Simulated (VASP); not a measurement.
Input of a VASP 6.6.1 run:

Contents of POSCAR:

```
SnTe
1.0
    0.0000000000      3.1494876435      3.1921029621
    3.1494876435      0.0000000000      3.1921029621
    3.1494876435      3.1494876435      0.0000000000
Sn Te
1 1
Direct
    0.0000000000      0.0000000000      0.0000000000
    0.5000000000      0.5000000000      0.5000000000
```

The input INCAR.step1:

```
SYSTEM = SnTe
PREC = Accurate
ENCUT = 520
ISMEAR = -1
SIGMA = 0.02
LREAL = .False.
LASPH = .True.
NELM = 80
NBANDS = 17
GGA = PE
ALGO = Normal
EDIFF = 1E-4
LWAVE = .True.
LCHARG = .False.
```

INCAR.step2

```
SYSTEM = SnTe
PREC = Accurate
ENCUT = 520
EDIFF = 1E-6
ISMEAR = -1
SIGMA = 0.02
LREAL = .False.
LASPH = .True.
NELM = 80
ALGO = Normal
ISIF = 2
LWAVE = .False.
LCHARG = .True.
METAGGA = R2SCAN
LMIXTAU = .True.
LELF = .True.
LVHAR = .True.
NBANDS = 17
ISTART = 1
```

File KPOINTS:

```
Automatic mesh
0
Gamma
  8 8 8
  0 0 0
```

Potentials or basis: VASP PAW PBE potentials, release 64 (Sn_d, Te).

Run with:

```console
$ cat potpaw_PBE.64/Sn_d/POTCAR potpaw_PBE.64/Te/POTCAR > POTCAR
$ cp INCAR.step1 INCAR
$ mpirun -np 1 vasp_std > vasp.out
$ cp INCAR.step2 INCAR
$ mpirun -np 1 vasp_std > vasp.out
```

Problem. Predict the band gap on the k mesh.

Solution. 0.05 eV.

Problem. Predict the pressure.

Solution. 1.0 GPa.

Stress tensor (GPa, compression positive):
```
 1.62  0.00  0.00
 0.00  1.62  0.00
 0.00  0.00 -0.11
```

Caveat: the cell differs from its parent crystal (epitaxial xy strain -1.2%); the PAW data sets were made with another functional, which shifts forces and pressure a little; spin-orbit coupling is left out, which moves the levels of the heavy elements. A k mesh can miss the band edges.
